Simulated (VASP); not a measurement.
Crystal: ZnSi3N.

```
Zn Si N
1.0
     4.22133    0.00000    0.00000
    -2.11066    3.65578    0.00000
     0.00000    0.00000    4.82306
Zn Si N
1 3 1
Cartesian
  2.1107 1.2186 0.0000
  0.0000 2.4372 2.4115
  0.0000 2.4372 0.0000
  0.0000 0.0000 2.4115
  2.1107 1.2186 2.4115
```

The cell was generated, and may not be a known phase.

| Quantity | Value |
| --- | --- |
| Program | VASP 6.6.1 |
| Task | relaxation of cell and atoms |
| Functional | PBE |
| Potentials or basis | VASP PAW PBE potentials, release 64 (Zn, Si, N) |
| Cutoff | 600 eV |
| k mesh | 12 × 12 × 8 |
| Occupations | gaussian, width 0.1 eV |
| Spin | no spin polarisation |

At the start: pressure -0.5 GPa; volume 14.89 Å³/atom.

How do energy, volume and symmetry change on relaxing?

Over 5 steps the energy falls by 2.3 meV/atom and the volume is 14.87 Å³/atom (-0.1 %); space group P-6m2 (No. 187, to 0.1 Å) before and after.

The path:
```
step  energy change (eV)  largest force (eV/Å)  pressure (GPa)  volume (Å³)
   1              0.0000                0.0000           -0.46        74.43
   2             -0.0066                0.0000            0.22        73.96
   3             -0.0083                0.0000            0.83        73.59
   4             -0.0116                0.0000            0.20        74.23
   5             -0.0117                0.0000            0.04        74.37
```

Final structure:
```xyz
5
Lattice="4.1763 0.0000 0.0000 -2.0882 3.6168 0.0000 0.0000 0.0000 4.9233" Properties=species:S:1:pos:R:3 pbc="T T T"
Zn    2.0882    1.2056    0.0000
Si    0.0000    2.4112    2.4617
Si    0.0000    2.4112    0.0000
Si    0.0000    0.0000    2.4617
N     2.0882    1.2056    2.4617
```

Caveat: an odd number of electrons without spin polarisation forces a metal; a magnetic or distorted state may lie lower.
